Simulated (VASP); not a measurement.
Set up this calculation in VASP 6.6.1, as the native input.

- Task: single point
- Functional: PBE
- Potentials or basis: VASP PAW PBE potentials, release 64 (Si, Mo_sv, S)
- Cutoff: 520 eV
- k mesh: 8 × 8 × 1
- Occupations: gaussian, width 0.1 eV
- Spin: no spin polarisation
- Dipole correction: yes
- Further INCAR settings: ALGO = Normal; EDIFF = 1e-07; NBANDS = 34

The structure of Si4Mo2S lies in POSCAR:

```
Si4Mo2S
1.0
    3.2169717406      0.0000000000      0.0000000000
    0.0000000000      3.2169717406      0.0000000000
    0.0000000000      0.0000000000     21.8787970309
Si Mo S
4 2 1
Direct
    0.0000000000      0.0000000000      0.1828254083
    0.0000000000      0.0000000000      0.3015081460
    0.5000000000      0.5000000000      0.3593659940
    0.5000000000      0.5000000000      0.4743769512
    0.5000000000      0.5000000000      0.2421667771
    0.0000000000      0.0000000000      0.4192862009
    0.6250000000      0.6250000000      0.5660584536
```

The input as run:

INCAR

```
SYSTEM = Si4Mo2S
PREC = Accurate
ENCUT = 520
EDIFF = 1E-7
ISMEAR = 0
SIGMA = 0.1
LREAL = .FALSE.
LASPH = .TRUE.
NELM = 60
ALGO = Normal
ISIF = 2
LWAVE = .FALSE.
LCHARG = .FALSE.
LDIPOL = .TRUE.
IDIPOL = 3
DIPOL = 0.5 0.5 0.364
GGA = PE
NBANDS = 34
```

KPOINTS

```
Automatic mesh
0
G
  8 8 1
  0 0 0
```

Potentials or basis: VASP PAW PBE potentials, release 64 (Si, Mo_sv, S).

The run is started by

```bash
$ cat potpaw_PBE.64/Si/POTCAR potpaw_PBE.64/Mo_sv/POTCAR potpaw_PBE.64/S/POTCAR > POTCAR
$ mpirun -np 1 vasp_std > vasp.out
```

It gave:

```
Largest force          : 1.068 eV/Å
Band gap on the k mesh : zero (bands 25 and 26 overlap by 0.60 eV)
```

It took 3.2 min on 1 thread of Intel(R) Xeon(R) 6975P-C (Granite Rapids), with other jobs on the host, peak memory 0.38 GiB.
